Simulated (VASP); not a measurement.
A run of VASP 6.6.1 is set up as follows.

The input INCAR:

```
SYSTEM = Ti
PREC     = Accurate       ! precision mode
ENCUT    = 520            ! plane-wave cutoff, eV
EDIFF    = 1E-6           ! SCF threshold, eV
ISMEAR   = 0              ! smearing method
SIGMA    = 0.1            ! smearing width, eV
LREAL    = .False.        ! projectors in reciprocal space
LASPH    = .True.         ! aspherical terms in the spheres
NELM     = 100            ! most SCF steps
ALGO     = Normal         ! electronic algorithm
ISIF     = 2              ! what is computed and relaxed
LWAVE    = .False.        ! write WAVECAR
LCHARG   = .False.        ! write CHGCAR
GGA      = PE             ! functional
NBANDS   = 12             ! bands
```

File KPOINTS:

```
Automatic mesh
0
Gamma
  18 18 18
  0 0 0
```

Contents of POSCAR:

```
Ti
1.0
    0.0000000000      2.1223860057      2.1223860057
    2.1223860057      0.0000000000      2.1223860057
    2.1223860057      2.1223860057      0.0000000000
Ti
1
Direct
    0.0000000000      0.0000000000      0.0000000000
```

Potentials or basis: VASP PAW PBE potentials, release 64 (Ti_sv).

Launch:

```sh
$ cat potpaw_PBE.64/Ti_sv/POTCAR > POTCAR
$ mpirun -np 1 vasp_std > vasp.out
```

(1) What does it give for the band gap on the k mesh?

(2) Estimate the pressure.

Answers

(1) zero (band 6 reaches 8.04 eV, above the bottom of band 7 at 6.85 eV).

(2) -8.8 GPa.
